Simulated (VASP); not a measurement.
# ZnCu (Pm-3m) in VASP: further runs, part 2 of 2

VASP 6.6.1.

### Step 4. Single point, PBE, collinear spin

Input file INCAR:

```
SYSTEM = ZnCu
  ALGO = Normal
  EDIFF = 1E-6
  ENCUT = 520
  GGA = PE
  ISIF = 2
  ISMEAR = -1
  ISPIN = 2
  LASPH = .TRUE.
  LCHARG = .FALSE.
  LMAXMIX = 4
  LORBIT = 11
  LREAL = .FALSE.
  LWAVE = .FALSE.
  MAGMOM = 0 0.15
  NBANDS = 22
  NELM = 150
  NUPDOWN = 0.15
  PREC = Accurate
  SIGMA = 0.05
```

Input file KPOINTS:

```
k-points
0
G
  10 10 10
  0 0 0
```

Input file POSCAR:

```
ZnCu
1.0
    2.9450000000      0.0000000000      0.0000000000
    0.0000000000      2.9450000000      0.0000000000
    0.0000000000      0.0000000000      2.9450000000
Zn Cu
1 1
Direct
    0.5000000000      0.5000000000      0.5000000000
    0.0000000000      0.0000000000      0.0000000000
```

Potentials or basis: VASP PAW PBE potentials, release 64 (Zn, Cu).

Started as:

```bash
> cat potpaw_PBE.64/Zn/POTCAR potpaw_PBE.64/Cu/POTCAR > POTCAR
> mpirun -np 1 vasp_std > vasp.out
```

OUTCAR:

```text
SYSTEM = ZnCu
   EDIFF = 1E-6
   ENCUT = 520
   GGA = PE
   ISIF = 2
   ISMEAR = -1
   ISPIN = 2
   LASPH = .TRUE.
   LORBIT = 11
   LREAL = .FALSE.
   NELM = 150
   NUPDOWN = 0.15
   PREC = Accurate

 ion  position               nearest neighbor table
   1  0.500  0.500  0.500-   2 2.55   2 2.55   2 2.55   2 2.55   2 2.55   2 2.55   2 2.55   2 2.55

   2  0.000  0.000  0.000-   1 2.55   1 2.55   1 2.55   1 2.55   1 2.55   1 2.55   1 2.55   1 2.55

  LATTYP: Found a simple cubic cell.
 ALAT       =     2.9450000000

  Lattice vectors:

 A1 = (   2.9450000000,   0.0000000000,   0.0000000000)
 A2 = (   0.0000000000,   2.9450000000,   0.0000000000)
 A3 = (   0.0000000000,   0.0000000000,   2.9450000000)

Analysis of symmetry for initial positions (statically):
=====================================================================
 Subroutine PRICEL returns:
 Original cell was already a primitive cell.

 Routine SETGRP: Setting up the symmetry group for a
 simple cubic supercell.

 Subroutine GETGRP returns: Found 48 space group operations
 (whereof 48 operations were pure point group operations)
 out of a pool of 48 trial point group operations.

The static configuration has the point symmetry O_h .
[... 791 lines left out ...]
      2      -2.2944      1.00000
      3      -2.2944      1.00000
      4      -1.6021      1.00000
      5      -1.6021      1.00000
      6      -1.6021      1.00000
[... 589 lines left out ...]
     21      26.9100      0.00000
     22      28.3334      0.00000

 [... further k-points ...]
[... 5 lines left out ...]
  --------------------------------------------------------------------------------------
  -------------------------------------------------------------------------------------
  Total        0.4261125      0.4261125      0.4261125      0.0000000     -0.0000000      0.0000000
  in kB       26.7287711     26.7287711     26.7287711      0.0000000     -0.0000000      0.0000000
  external PRESSURE =      26.7287711 kB  Pullay stress =       0.0000000 kB

 VOLUME and BASIS-vectors are now :
 -----------------------------------------------------------------------------
  energy-cutoff  :      520.00
  volume of cell :       25.54
      direct lattice vectors                 reciprocal lattice vectors
     2.945000000  0.000000000  0.000000000     0.339558574  0.000000000  0.000000000
     0.000000000  2.945000000  0.000000000     0.000000000  0.339558574  0.000000000
     0.000000000  0.000000000  2.945000000     0.000000000  0.000000000  0.339558574

 POSITION                                       TOTAL-FORCE (eV/Angst)
 -----------------------------------------------------------------------------------
      1.47250      1.47250      1.47250         0.000000      0.000000      0.000000
      0.00000      0.00000      0.00000         0.000000      0.000000      0.000000
 -----------------------------------------------------------------------------------
    total drift:                                0.000000      0.000000     -0.000000

  FREE ENERGIE OF THE ION-ELECTRON SYSTEM (eV)
  ---------------------------------------------------
  free  energy   TOTEN  =        -4.9911348362 eV

  energy  without entropy=       -4.9870222631  energy(sigma->0) =       -4.98907855

 total charge

# of ion       s       p       d       tot
------------------------------------------
    1        0.581   0.522   9.737  10.841
    2        0.426   0.383   9.179   9.987
--------------------------------------------------
tot          1.007   0.905  18.916  20.828

 magnetization (x)

# of ion       s       p       d       tot
------------------------------------------
    1        0.009   0.022   0.007   0.038
    2        0.009   0.019   0.034   0.062
--------------------------------------------------
tot          0.018   0.041   0.041   0.101
```

OSZICAR:

```text
N       E                     dE             d eps       ncg     rms          rms(c)
DAV:   1     0.127140176836E+03    0.12714E+03   -0.10627E+04  5544   0.172E+03
DAV:   2     0.253173046509E+01   -0.12461E+03   -0.11670E+03  4976   0.289E+02
DAV:   3    -0.599992467774E+01   -0.85317E+01   -0.84276E+01  5768   0.800E+01
DAV:   4    -0.607667530184E+01   -0.76751E-01   -0.76728E-01  5420   0.728E+00
DAV:   5    -0.607753942493E+01   -0.86412E-03   -0.86411E-03  5886   0.806E-01    0.957E+00
DAV:   6    -0.596044925254E+01    0.11709E+00   -0.11715E+01  5708   0.746E+01    0.616E+00
DAV:   7    -0.500465698442E+01    0.95579E+00   -0.24779E+00  5772   0.712E+01    0.220E+00
DAV:   8    -0.499938408923E+01    0.52729E-02   -0.84291E-02  6912   0.336E+00    0.120E+00
DAV:   9    -0.499115629972E+01    0.82278E-02   -0.82630E-03  6370   0.185E+00    0.720E-02
DAV:  10    -0.499113237942E+01    0.23920E-04   -0.38164E-04  7686   0.307E-01    0.390E-02
DAV:  11    -0.499113570897E+01   -0.33296E-05   -0.10112E-05  6704   0.314E-02    0.211E-02
DAV:  12    -0.499113483615E+01    0.87282E-06   -0.65598E-06  6406   0.751E-02
   1 F= -.49911348E+01 E0= -.49890785E+01  d E =-.411257E-02  mag=     0.1500
```

stdout:

```text
POSCAR found type information on POSCAR ZnCu
 POSCAR found :  2 types and       2 ions
 scaLAPACK will be used
 LDA part: xc-table for (Slater+PW92), standard interpolation
 POSCAR, INCAR and KPOINTS ok, starting setup
 FFT: planning ... GRIDC
 FFT: planning ... GRID_SOFT
 FFT: planning ... GRID
 WAVECAR not read
 entering main loop
```

It took 60 s on 1 thread of AMD EPYC 7R43 (Zen 3), shared host; peak memory 0.14 GiB.

Results:

```yaml
Free_energy: -4.9911 eV
Pressure: 2.7 GPa
Net_moment: 0.15 μB per cell
Site_moments: Zn +0.04; Cu +0.06 μB
Valence_electrons_inside_the_program's_atomic_spheres: Zn 10.84; Cu 9.99
```

Caveat: the total moment is fixed, so each spin has its own Fermi level and the state may be an excited one.

### Step 5. Single point, PBE, collinear spin

Input file INCAR:

```
SYSTEM = ZnCu
PREC = Accurate
ENCUT = 520
EDIFF = 1E-6
ISMEAR = -1
SIGMA = 0.05
LREAL = .False.
LASPH = .True.
NELM = 150
ALGO = Normal
ISIF = 2
LWAVE = .False.
LCHARG = .True.
ISPIN = 2
MAGMOM = 0 0.3
LORBIT = 11
NUPDOWN = 0.3
LMAXMIX = 4
GGA = PE
LELF = .True.
LVHAR = .True.
NBANDS = 22
```

Input file KPOINTS:

```
regular mesh
0
Gamma
  10 10 10
  0 0 0
```

POSCAR is that of step 4.

Started as:

```bash
> cat potpaw_PBE.64/Zn/POTCAR potpaw_PBE.64/Cu/POTCAR > POTCAR
> mpirun -np 1 vasp_std > vasp.out
```

It took 77 s on 1 thread of AMD EPYC 7R43 (Zen 3), shared host; peak memory 0.14 GiB.

It converged, with:

| Quantity | Value |
| --- | --- |
| Free energy | -4.9248 eV |
| Pressure | 3.1 GPa |
| Net moment | 0.30 μB per cell |
| Site moments | Zn +0.08; Cu +0.12 μB |
| Valence electrons inside the program's atomic spheres | Zn 10.84; Cu 9.99 |

Caveat: the cell stands under pressure; the total moment is fixed, so each spin has its own Fermi level and the state may be an excited one.

### Step 6. Single point, PBE, collinear spin

Input file INCAR:

```
PREC = Accurate
ENCUT = 520
EDIFF = 1E-6
ISMEAR = -1
SIGMA = 0.05
LREAL = F
LASPH = T
NELM = 150
ALGO = Normal
ISIF = 2
LWAVE = F
LCHARG = F
ISPIN = 2
MAGMOM = 0 0.3
LORBIT = 11
NUPDOWN = 0.3
LMAXMIX = 4
GGA = PE
NBANDS = 22
```

Input file KPOINTS:

```
regular mesh
0
Gamma
  10 10 10
```

POSCAR is that of step 5.

Potentials or basis: VASP PAW PBE potentials, release 64 (Zn, Cu).

Started as:

```bash
> cat potpaw_PBE.64/Zn/POTCAR potpaw_PBE.64/Cu/POTCAR > POTCAR
> mpirun -np 1 vasp_std > vasp.out
```

Run time: 61 s. Hardware: 1 thread of AMD EPYC 7R43 (Zen 3), shared host; peak memory 0.14 GiB.

It converged, with:

```
Free energy                                           : -4.9248 eV
Pressure                                              : 3.1 GPa
Net moment                                            : 0.30 μB per cell
Site moments                                          : Zn +0.08; Cu +0.12 μB
Valence electrons inside the program's atomic spheres : Zn 10.84; Cu 9.99
```

Caveat: the cell stands under pressure; the total moment is fixed, so each spin has its own Fermi level and the state may be an excited one.

### Step 7. Overview

```csv
fixed moment (μB),pressure (GPa),moment (μB)
-,2.9,0.00
0.05,2.6,0.05
0.15,2.7,0.15
0.3,3.1,0.30
```

Alike in all rows: task single point; level PBE; potentials or basis VASP PAW PBE potentials, release 64 (Zn, Cu); spin collinear; cell as given; k mesh 10 × 10 × 10; cutoff (eV) 520; smearing fermi-dirac 0.05 eV.

Caveats: the total moment is fixed, so each spin has its own Fermi level and the state may be an excited one (at least some runs); the cell stands under pressure (at least some runs).

Absolute energies hang on the potentials; compare differences alone.
